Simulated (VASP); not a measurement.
HfH2, 3 atoms in the cell. The structure is tetragonal, space group I4/mmm (No. 139). Conventional cell: a = 3.523 Å, b = 3.523 Å, c = 4.344 Å, α = 90.00°, β = 90.00°, γ = 90.00°. Hf (site symmetry 4/mmm) has 8 H at 2.07 Å within 2.7 Å. Within 2.7 Å of H (site symmetry -4m2) lie 4 Hf at 2.07 Å and 6 H at 2.17 to 2.49 Å. 

```yaml
Program: VASP 6.6.1
Task: relaxation of shape and atoms at fixed volume
Functional: PBEsol
Potentials_or_basis: VASP PAW PBE potentials, release 64 (Hf_pv, H)
Cutoff: 600 eV
k_mesh: 16 × 16 × 16
Occupations: gaussian, width 0.1 eV
Spin: no spin polarisation
Dipole_correction: no
Further_INCAR_settings: ALGO = Normal; EDIFF = 1e-06; IBRION = 2; EDIFFG = -0.01; NSW = 50; ISIF = 4
```

Potentials or basis: VASP PAW PBE potentials, release 64 (Hf_pv, H).

Run with:

```bash
$ cat potpaw_PBE.64/Hf_pv/POTCAR potpaw_PBE.64/H/POTCAR > POTCAR
$ mpirun -np 1 vasp_std > vasp.out
```

Hardware: 1 thread of Intel(R) Xeon(R) 6975P-C (Granite Rapids), on a shared host.

Question: How long does it take, and how much memory?

Answer: Wall time 72 s on 1 thread of Intel(R) Xeon(R) 6975P-C (Granite Rapids), with other jobs on the host, peak memory 0.27 GiB. Counts: scf iterations 21, k points 349, ion steps 3.
